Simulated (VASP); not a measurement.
Set up this calculation in VASP 6.6.1, as the native input.

```
Task                   : single point
Functional             : PBE
Potentials or basis    : VASP PAW PBE potentials, release 64 (Ru_pv)
Cutoff                 : 520 eV
k mesh                 : 20 × 20 × 20
Occupations            : gaussian, width 0.15 eV
Spin                   : no spin polarisation
Dipole correction      : no
Further INCAR settings : ALGO = Fast; EDIFF = 1e-06; NBANDS = 13
```

The structure of Ru lies in POSCAR:

```
Ru
1.0
    0.1333558828      1.9717619807      1.9717619807
    1.9717619807      0.1333558828      1.9717619807
    1.9717619807      1.9717619807      0.1333558828
Ru
1
Direct
    0.0000000000      0.0000000000      0.0000000000
```

One way to write it, as run:

INCAR

```
PREC = Accurate
ENCUT = 520
EDIFF = 1E-6
ISMEAR = 0
SIGMA = 0.15
LREAL = F
LASPH = T
NELM = 60
ALGO = Fast
ISIF = 2
LWAVE = F
LCHARG = F
GGA = PE
NBANDS = 13
```

KPOINTS

```
Automatic mesh
0
Gamma
  20 20 20
```

Potentials or basis: VASP PAW PBE potentials, release 64 (Ru_pv).

The run is started by

```console
$ cat potpaw_PBE.64/Ru_pv/POTCAR > POTCAR
$ mpirun -np 1 vasp_std > vasp.out
```

It gave:

* Pressure: 5.6 GPa
* Band gap on the k mesh: zero (band 7 reaches 14.61 eV, above the bottom of band 8 at 11.21 eV)

Wall time 78 s on 1 thread of AMD EPYC 9R45 96-Core Processor (Zen 5), on a shared host, peak memory 0.22 GiB.
